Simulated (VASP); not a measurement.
Write the native input for VASP 6.6.1 that does the following.

* Task: relaxation of shape and atoms at fixed volume
* Functional: PBE
* Potentials or basis: VASP PAW PBE potentials, release 64 (Au)
* Cutoff: 600 eV
* k mesh: 15 × 15 × 14
* Occupations: fermi-dirac, width 0.08 eV
* Spin: no spin polarisation
* Dipole correction: no
* Further INCAR settings: ALGO = Normal; EDIFF = 1e-06; IBRION = 2; EDIFFG = -0.005; NSW = 50; ISIF = 4

The structure of Au lies in POSCAR:

```
Au
1.0
    2.5988773551      0.0000000000      0.0000000000
   -1.2994386775      2.2506938108      0.0000000000
    0.0000000000      0.0000000000      2.5796974607
Au
1
Direct
    0.0000000000      0.0000000000      0.0000000000
```

This isn't the form of Au at room conditions, which is fcc.

The input as run:

INCAR

```
  PREC = Accurate
  ENCUT = 600
  EDIFF = 1E-6
  ISMEAR = -1
  SIGMA = 0.08
  LREAL = F
  LASPH = T
  NELM = 60
  ALGO = Normal
  ISIF = 4
  LWAVE = F
  LCHARG = F
  GGA = PE
  IBRION = 2
  NSW = 50
  EDIFFG = -0.005
```

KPOINTS

```
regular mesh
0
Gamma
  15 15 14
```

Potentials or basis: VASP PAW PBE potentials, release 64 (Au).

Run with:

```bash
$ cat potpaw_PBE.64/Au/POTCAR > POTCAR
$ mpirun -np 1 vasp_std > vasp.out
```

It gave:

* Energy gained by relaxing: 7.4 meV/atom
* Ionic steps: 6
* Pressure after relaxing: 61.3 GPa
* Band gap on the k mesh: zero (an odd number of electrons rules out a gap without spin polarisation)

Caveat: spin-orbit coupling is left out, which moves the levels of the heavy elements.

Wall time 3.4 min on 1 thread of AMD EPYC 7R13, on a shared host, peak memory 0.15 GiB.
